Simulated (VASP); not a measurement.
# Ga (Cmce) in VASP: notebook

Ga is run at these levels: PBE; tasks: electric field gradients.

Everything below comes from runs of VASP 6.6.1. Logs are shortened: lines on timing, memory, paths and dates and some standing lists are left out, and cuts for length are marked.

### 1 The cell of the first run

Symmetry: Cmce, No. 64, orthorhombic system. Conventional cell: a = 4.541 Å, b = 7.695 Å, c = 4.547 Å, α = 90.00°, β = 90.00°, γ = 90.00°. Within 3.2 Å of Ga (site symmetry m) lie 7 Ga at 2.45 to 2.81 Å.

### 2 Electric field gradients, PBE (19.86 Å³/atom)

The input, INCAR:

```
SYSTEM = Ga
ALGO = Normal
EDIFF = 1E-8
ENCUT = 520
GGA = PE
ISIF = 2
ISMEAR = -1
LASPH = .True.
LCHARG = .False.
LEFG = .True.
LREAL = .False.
LWAVE = .False.
NBANDS = 34
NELM = 80
PREC = Accurate
SIGMA = 0.05
```

The input, KPOINTS:

```
k-points
0
Gamma
  9 9 8
  0 0 0
```

The input, POSCAR:

```
Ga
1.0
    2.2702865280     -3.8477146450      0.0000000000
    2.2702865280      3.8477146450      0.0000000000
    0.0000000000      0.0000000000      4.5466127923
Ga
4
Direct
    0.1525000000      0.8475000000      0.0785000000
    0.6525000000      0.3475000000      0.4215000000
    0.8475000000      0.1525000000      0.9215000000
    0.3475000000      0.6525000000      0.5785000000
```

Potentials or basis: VASP PAW PBE potentials, release 64 (Ga_d).

Launch:

```console
> cat potpaw_PBE.64/Ga_d/POTCAR > POTCAR
> mpirun -np 1 vasp_std > vasp.out
```

OUTCAR:

```text
SYSTEM = Ga
   EDIFF = 1E-8
   ENCUT = 520
   GGA = PE
   ISIF = 2
   ISMEAR = -1
   LASPH = .True.
   LREAL = .False.
   NELM = 80
   PREC = Accurate

 ion  position               nearest neighbor table
   1  0.153  0.847  0.078-   3 2.45   4 2.72   4 2.72   2 2.75   2 2.75   3 2.81   3 2.81
   2  0.653  0.347  0.422-   4 2.45   3 2.72   3 2.72   1 2.75   1 2.75   4 2.81   4 2.81
   3  0.847  0.153  0.922-   1 2.45   2 2.72   2 2.72   4 2.75   4 2.75   1 2.81   1 2.81
   4  0.347  0.653  0.578-   2 2.45   1 2.72   1 2.72   3 2.75   3 2.75   2 2.81   2 2.81

  LATTYP: Found a base centered orthorhombic cell.
 ALAT       =     4.5405730560
 B/A-ratio  =     1.6948145521
 C/A-ratio  =     1.0013301705

  Lattice vectors:

 A1 = (   2.2702865280,  -3.8477146450,   0.0000000000)
 A2 = (   2.2702865280,   3.8477146450,   0.0000000000)
 A3 = (   0.0000000000,   0.0000000000,   4.5466127923)

Analysis of symmetry for initial positions (statically):
=====================================================================
 Subroutine PRICEL returns:
 Original cell was already a primitive cell.

 Routine SETGRP: Setting up the symmetry group for a
 base centered orthorhombic supercell.

 Subroutine GETGRP returns: Found  8 space group operations
 (whereof  4 operations were pure point group operations)
 out of a pool of  8 trial point group operations.

The static configuration has the point symmetry C_2h.
 The point group associated with its full space group is D_2h.

Analysis of symmetry for dynamics (positions and initial velocities):
=====================================================================
 Subroutine PRICEL returns:
 Original cell was already a primitive cell.

 Routine SETGRP: Setting up the symmetry group for a
 base centered orthorhombic supercell.

 Subroutine GETGRP returns: Found  8 space group operations
 (whereof  4 operations were pure point group operations)
 out of a pool of  8 trial point group operations.

The dynamic configuration has the point symmetry C_2h.
 The point group associated with its full space group is D_2h.

 Subroutine INISYM returns: Found  8 space group operations
 (whereof  4 operations are pure point group operations),
 and found     1 'primitive' translations

----------------------------------------------------------------------------------------

                                     Primitive cell
[... 144 lines left out ...]

 val. band max:        4.9142636455   @ k =   0.1111  -0.0000   0.1250
 cond. band min:       4.9417932383   @ k =   0.1111  -0.0000   0.0000
 fundamental gap:      0.0275295928
 Fermi energy:         4.9218262347

 k-point     1 :       0.0000    0.0000    0.0000
  band No.  band energies     occupation
      1     -10.2152      2.00000
      2     -10.2081      2.00000
      3     -10.2075      2.00000
      4     -10.1843      2.00000
      5     -10.1335      2.00000
      6     -10.1030      2.00000
[... 877 lines left out ...]
     33      11.6423      0.00000
     34      12.7004      0.00000

 [... further k-points ...]

------------------------ aborting loop because EDIFF is reached ----------------------------------------

  FORCE on cell =-STRESS in cart. coord.  units (eV):
  Direction    XX          YY          ZZ          XY          YZ          ZX
  --------------------------------------------------------------------------------------
  -------------------------------------------------------------------------------------
  Total        0.3271564      1.3356758      0.2277953      0.0000000      0.0000000      0.0000000
  in kB        6.5987933     26.9407787      4.5946643      0.0000000      0.0000000      0.0000000
  external PRESSURE =      12.7114121 kB  Pullay stress =       0.0000000 kB

 VOLUME and BASIS-vectors are now :
 -----------------------------------------------------------------------------
  energy-cutoff  :      520.00
  volume of cell :       79.43
      direct lattice vectors                 reciprocal lattice vectors
     2.270286528 -3.847714645  0.000000000     0.220236518 -0.129947266  0.000000000
     2.270286528  3.847714645  0.000000000     0.220236518  0.129947266  0.000000000
     0.000000000  0.000000000  4.546612792     0.000000000  0.000000000  0.219943955

 POSITION                                       TOTAL-FORCE (eV/Angst)
 -----------------------------------------------------------------------------------
      2.27029      2.67416      0.35691         0.000000     -0.410342      0.110721
      2.27029     -1.17355      1.91640         0.000000     -0.410342     -0.110721
      2.27029     -2.67416      4.18970         0.000000      0.410342     -0.110721
      2.27029      1.17355      2.63022         0.000000      0.410342      0.110721
 -----------------------------------------------------------------------------------
    total drift:                                0.000000      0.000000     -0.000000

  FREE ENERGIE OF THE ION-ELECTRON SYSTEM (eV)
  ---------------------------------------------------
  free  energy   TOTEN  =       -11.5917059389 eV

  energy  without entropy=      -11.5830862908  energy(sigma->0) =      -11.58739611

 Electric field gradients (V/A^2)
---------------------------------------------------------------------
 ion       V_xx      V_yy      V_zz      V_xy      V_xz      V_yz
---------------------------------------------------------------------
   1      28.467   -39.799    11.332     0.000     0.000    25.748
   2      28.467   -39.799    11.332    -0.000     0.000   -25.748
   3      28.467   -39.799    11.332    -0.000     0.000    25.748
   4      28.467   -39.799    11.332    -0.000    -0.000   -25.748
---------------------------------------------------------------------

 Electric field gradients after diagonalization (V/A^2)
 (convention: |V_zz| > |V_xx| > |V_yy|)
----------------------------------------------------------------------
 ion       V_xx      V_yy      V_zz     asymmetry (V_yy - V_xx)/ V_zz
----------------------------------------------------------------------
   1      28.467    22.051   -50.518       0.127
   2      28.467    22.051   -50.518       0.127
   3      28.467    22.051   -50.518       0.127
   4      28.467    22.051   -50.518       0.127
----------------------------------------------------------------------

           NMR quadrupolar parameters

 Cq : quadrupolar parameter    Cq=e*Q*V_zz/h
 eta: asymmetry parameters     (V_yy - V_xx)/ V_zz
 Q  : nuclear electric quadrupole moment in mb (millibarn)
----------------------------------------------------------------------
 ion       Cq(MHz)       eta       Q (mb)
----------------------------------------------------------------------
   1      -0.122       0.127       1.000
   2      -0.122       0.127       1.000
   3      -0.122       0.127       1.000
   4      -0.122       0.127       1.000
----------------------------------------------------------------------
```

OSZICAR:

```text
N       E                     dE             d eps       ncg     rms          rms(c)
DAV:   1     0.359553231228E+03    0.35955E+03   -0.25481E+04  8750   0.288E+03
DAV:   2     0.328554158286E+02   -0.32670E+03   -0.31860E+03  8732   0.536E+02
DAV:   3    -0.102782219367E+02   -0.43134E+02   -0.42632E+02  9514   0.151E+02
DAV:   4    -0.116550623136E+02   -0.13768E+01   -0.13674E+01 10014   0.300E+01
DAV:   5    -0.116833796175E+02   -0.28317E-01   -0.28307E-01 10602   0.447E+00    0.248E+00
DAV:   6    -0.116074826288E+02    0.75897E-01   -0.19355E-01 10806   0.590E+00    0.137E+00
DAV:   7    -0.115924925255E+02    0.14990E-01   -0.57263E-02 12450   0.260E+00    0.304E-01
DAV:   8    -0.115915270366E+02    0.96549E-03   -0.13981E-02  9078   0.126E+00    0.472E-02
DAV:   9    -0.115916967632E+02   -0.16973E-03   -0.11834E-03  9370   0.349E-01    0.260E-02
DAV:  10    -0.115917032352E+02   -0.64720E-05   -0.20931E-04 10162   0.155E-01    0.671E-03
DAV:  11    -0.115917068966E+02   -0.36615E-05   -0.36364E-05  9632   0.664E-02    0.542E-03
DAV:  12    -0.115917059864E+02    0.91029E-06   -0.14080E-05 10388   0.446E-02    0.914E-04
DAV:  13    -0.115917060309E+02   -0.44529E-07   -0.14124E-06 11196   0.990E-03    0.410E-04
DAV:  14    -0.115917059461E+02    0.84818E-07   -0.82166E-08 10608   0.220E-03    0.120E-04
DAV:  15    -0.115917059389E+02    0.72087E-08   -0.43734E-09  5152   0.602E-04
   1 F= -.11591706E+02 E0= -.11587396E+02  d E =-.861965E-02
```

Wall time 2.1 min (1 thread of Intel Xeon 6975P-C (Granite Rapids), shared host); peak memory 0.37 GiB.

Results:

```yaml
Free_energy: -11.5917 eV
Pressure: 1.3 GPa
Largest_force: 0.425 eV/Å
Band_gap_on_the_k_mesh: zero (bands 26 and 27 overlap by 1.26 eV)
Largest_electric_field_gradient_by_atom: Ga -50.5 V/Å²
```

Forces in eV/Å, atoms in the order of the input:
```
Ga   0.000 -0.410  0.111
Ga   0.000 -0.410 -0.111
Ga   0.000  0.410 -0.111
Ga   0.000  0.410  0.111
```

Levels at points of the mesh, in eV from the Fermi level:
| k point | band 22 | band 23 | band 24 | band 25 | band 26 | band 27 | band 28 | band 29 | band 30 | band 31 |
| --- | --- | --- | --- | --- | --- | --- | --- | --- | --- | --- |
| (0.00, 0.00, 0.00) | -4.34 | -3.63 | -1.72 | -1.53 | -0.86 | 0.92 | 0.92 | 0.97 | 5.03 | 5.39 |
| (0.00, 0.00, 0.50) | -9.10 | -0.24 | -0.24 | -0.04 | -0.04 | 0.14 | 0.14 | 2.12 | 2.12 | 3.73 |

Electric field gradients, principal values (V/Å²):
```csv
atom,least,middle,greatest (by size)
1 Ga,22.051,28.467,-50.518
2 Ga,22.051,28.467,-50.518
3 Ga,22.051,28.467,-50.518
4 Ga,22.051,28.467,-50.518
```

Caveat: without QUAD_EFG the Cq values of the log hold for a quadrupole moment of 1 mb, not for the nuclei.

### 3 Electric field gradients, PBE (20.25 Å³/atom)

This run uses another cell than the first one, of 20.25 Å³/atom.

The input, INCAR:

```
SYSTEM = Ga
PREC = Accurate ; ENCUT = 520
EDIFF = 1E-8 ; ISMEAR = -1
SIGMA = 0.05 ; LREAL = .False.
LASPH = .True. ; NELM = 80
ALGO = Normal ; ISIF = 2
LWAVE = .False. ; LCHARG = .False.
GGA = PE ; LEFG = .True.
NBANDS = 34
```

The input, KPOINTS:

```
regular mesh
0
Gamma
  9 9 8
  0 0 0
```

The input, POSCAR:

```
Ga
1.0
    2.2850290614     -3.8727005052      0.0000000000
    2.2850290614      3.8727005052      0.0000000000
    0.0000000000      0.0000000000      4.5761370792
Ga
4
Direct
    0.1525000000      0.8475000000      0.0785000000
    0.6525000000      0.3475000000      0.4215000000
    0.8475000000      0.1525000000      0.9215000000
    0.3475000000      0.6525000000      0.5785000000
```

Potentials or basis: VASP PAW PBE potentials, release 64 (Ga_d).

Launch:

```console
> cat potpaw_PBE.64/Ga_d/POTCAR > POTCAR
> mpirun -np 1 vasp_std > vasp.out
```

OUTCAR:

```text
SYSTEM = Ga
   PREC = Accurate
   ENCUT = 520
   EDIFF = 1E-8
   ISMEAR = -1
   LREAL = .False.
   LASPH = .True.
   NELM = 80
   ISIF = 2
   GGA = PE

 ion  position               nearest neighbor table
   1  0.153  0.847  0.078-   3 2.47   4 2.74   4 2.74   2 2.77   2 2.77   3 2.83   3 2.83
   2  0.653  0.347  0.422-   4 2.47   3 2.74   3 2.74   1 2.77   1 2.77   4 2.83   4 2.83
   3  0.847  0.153  0.922-   1 2.47   2 2.74   2 2.74   4 2.77   4 2.77   1 2.83   1 2.83
   4  0.347  0.653  0.578-   2 2.47   1 2.74   1 2.74   3 2.77   3 2.77   2 2.83   2 2.83

  LATTYP: Found a base centered orthorhombic cell.
 ALAT       =     4.5700581228
 B/A-ratio  =     1.6948145521
 C/A-ratio  =     1.0013301705

  Lattice vectors:

 A1 = (   2.2850290614,  -3.8727005052,   0.0000000000)
 A2 = (   2.2850290614,   3.8727005052,   0.0000000000)
 A3 = (   0.0000000000,   0.0000000000,   4.5761370792)

Analysis of symmetry for initial positions (statically):
=====================================================================
 Subroutine PRICEL returns:
 Original cell was already a primitive cell.

 Routine SETGRP: Setting up the symmetry group for a
[... 1094 lines left out ...]
      2.28503     -2.69153      4.21691         0.000000      0.401044     -0.104572
      2.28503      1.18117      2.64730         0.000000      0.401044      0.104572
 -----------------------------------------------------------------------------------
    total drift:                                0.000000      0.000000     -0.000000

  FREE ENERGIE OF THE ION-ELECTRON SYSTEM (eV)
  ---------------------------------------------------
  free  energy   TOTEN  =       -11.5989763687 eV

  energy  without entropy=      -11.5898940718  energy(sigma->0) =      -11.59443522

 Electric field gradients (V/A^2)
---------------------------------------------------------------------
 ion       V_xx      V_yy      V_zz      V_xy      V_xz      V_yz
---------------------------------------------------------------------
   1      27.505   -38.624    11.118     0.000     0.000    25.349
   2      27.505   -38.624    11.118     0.000     0.000   -25.349
   3      27.505   -38.624    11.118     0.000     0.000    25.349
   4      27.505   -38.624    11.118    -0.000     0.000   -25.349
---------------------------------------------------------------------

 Electric field gradients after diagonalization (V/A^2)
 (convention: |V_zz| > |V_xx| > |V_yy|)
----------------------------------------------------------------------
 ion       V_xx      V_yy      V_zz     asymmetry (V_yy - V_xx)/ V_zz
----------------------------------------------------------------------
   1      27.505    21.760   -49.265       0.117
   2      27.505    21.760   -49.265       0.117
   3      27.505    21.760   -49.265       0.117
   4      27.505    21.760   -49.265       0.117
----------------------------------------------------------------------

           NMR quadrupolar parameters

 Cq : quadrupolar parameter    Cq=e*Q*V_zz/h
 eta: asymmetry parameters     (V_yy - V_xx)/ V_zz
 Q  : nuclear electric quadrupole moment in mb (millibarn)
----------------------------------------------------------------------
 ion       Cq(MHz)       eta       Q (mb)
----------------------------------------------------------------------
   1      -0.119       0.117       1.000
   2      -0.119       0.117       1.000
   3      -0.119       0.117       1.000
   4      -0.119       0.117       1.000
----------------------------------------------------------------------
```

OSZICAR:

```text
N       E                     dE             d eps       ncg     rms          rms(c)
DAV:   1     0.360762586998E+03    0.36076E+03   -0.25558E+04  8672   0.286E+03
DAV:   2     0.330283007630E+02   -0.32773E+03   -0.31985E+03  8772   0.538E+02
DAV:   3    -0.102680707395E+02   -0.43296E+02   -0.42788E+02  9794   0.151E+02
DAV:   4    -0.116576481729E+02   -0.13896E+01   -0.13817E+01  9826   0.302E+01
DAV:   5    -0.116866461135E+02   -0.28998E-01   -0.28988E-01 10774   0.452E+00    0.242E+00
DAV:   6    -0.116137435292E+02    0.72903E-01   -0.18843E-01 10698   0.576E+00    0.134E+00
DAV:   7    -0.115996620049E+02    0.14082E-01   -0.56081E-02 12300   0.255E+00    0.300E-01
DAV:   8    -0.115987973884E+02    0.86462E-03   -0.13772E-02  9144   0.125E+00    0.468E-02
DAV:   9    -0.115989668551E+02   -0.16947E-03   -0.11481E-03  9334   0.343E-01    0.256E-02
DAV:  10    -0.115989737290E+02   -0.68739E-05   -0.20308E-04 10228   0.152E-01    0.647E-03
DAV:  11    -0.115989772223E+02   -0.34933E-05   -0.34625E-05  9670   0.642E-02    0.526E-03
DAV:  12    -0.115989764235E+02    0.79885E-06   -0.13213E-05 10516   0.426E-02    0.881E-04
DAV:  13    -0.115989764547E+02   -0.31207E-07   -0.12928E-06 11118   0.943E-03    0.395E-04
DAV:  14    -0.115989763688E+02    0.85878E-07   -0.76171E-08 10354   0.210E-03    0.119E-04
DAV:  15    -0.115989763687E+02    0.76398E-10   -0.45362E-09  5066   0.676E-04
   1 F= -.11598976E+02 E0= -.11594435E+02  d E =-.908230E-02
```

stdout:

```text
POSCAR found type information on POSCAR Ga
 POSCAR found :  1 types and       4 ions
 scaLAPACK will be used
 LDA part: xc-table for (Slater+PW92), standard interpolation
 POSCAR, INCAR and KPOINTS ok, starting setup
 FFT: planning ... GRIDC
 FFT: planning ... GRID_SOFT
 FFT: planning ... GRID
 WAVECAR not read
 entering main loop
ion   1

ion   2

ion   3

ion   4
```

Run time: 4.7 min. Hardware: 1 thread of Intel Xeon Platinum 8259CL at 2.50GHz (Skylake/Cascade Lake), shared host; peak memory 0.37 GiB.

What came out:

| Property | Result |
| --- | --- |
| Free energy | -11.5990 eV |
| Pressure | 0.2 GPa |
| Largest force | 0.414 eV/Å |
| Band gap on the k mesh | zero (bands 26 and 27 overlap by 1.26 eV) |
| Largest electric field gradient by atom | Ga -49.3 V/Å² |

Forces on the atoms (eV/Å):
```
Ga   0.000 -0.401  0.105
Ga   0.000 -0.401 -0.105
Ga   0.000  0.401 -0.105
Ga   0.000  0.401  0.105
```

Levels at points of the mesh, in eV from the Fermi level:
| k point | band 23 | band 24 | band 25 | band 26 | band 27 | band 28 | band 29 | band 30 |
| --- | --- | --- | --- | --- | --- | --- | --- | --- |
| (0.00, 0.00, 0.00) | -3.59 | -1.77 | -1.49 | -0.83 | 0.88 | 0.93 | 0.98 | 4.93 |
| (0.00, 0.00, 0.50) | -0.31 | -0.31 | -0.05 | -0.05 | 0.15 | 0.15 | 2.10 | 2.10 |

Electric field gradients, principal values (V/Å²):
| atom | least | middle | greatest (by size) |
| --- | --- | --- | --- |
| 1 Ga | 21.760 | 27.505 | -49.265 |
| 2 Ga | 21.760 | 27.505 | -49.265 |
| 3 Ga | 21.760 | 27.505 | -49.265 |
| 4 Ga | 21.760 | 27.505 | -49.265 |

Caveat: without QUAD_EFG the Cq values of the log hold for a quadrupole moment of 1 mb, not for the nuclei.

[end of part 1 of 3]
